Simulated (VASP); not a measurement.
Runs of VASP 6.6.1 on K. The structure is that of space group Pm-3m (No. 221), or close to it. The cells are those of the table. 

```tsv
cell	gap on the mesh (eV)	pressure (GPa)
a = 4.311 Å, 1 atom	none	-0.1
a = 4.255 Å, 1 atom	none	0.0
a = 4.365 Å, 1 atom	none	(b)
a = 4.077 Å, 1 atom	none	(a)
a = 4.138 Å, 1 atom	none	0.2
```

Alike in all rows: task single point; level PBEsol; potentials or basis VASP PAW PBE potentials, release 64 (K_sv); no spin polarisation; k mesh 8 × 8 × 8; cutoff (eV) 520; smearing fermi-dirac 0.1 eV.

Estimate the missing entries.

(a) 0.4; (b) -0.2.

Caveats: the PAW data sets were made with another functional, which shifts forces and pressure a little.

A gap of «none» marks levels without a gap at the run's occupations.
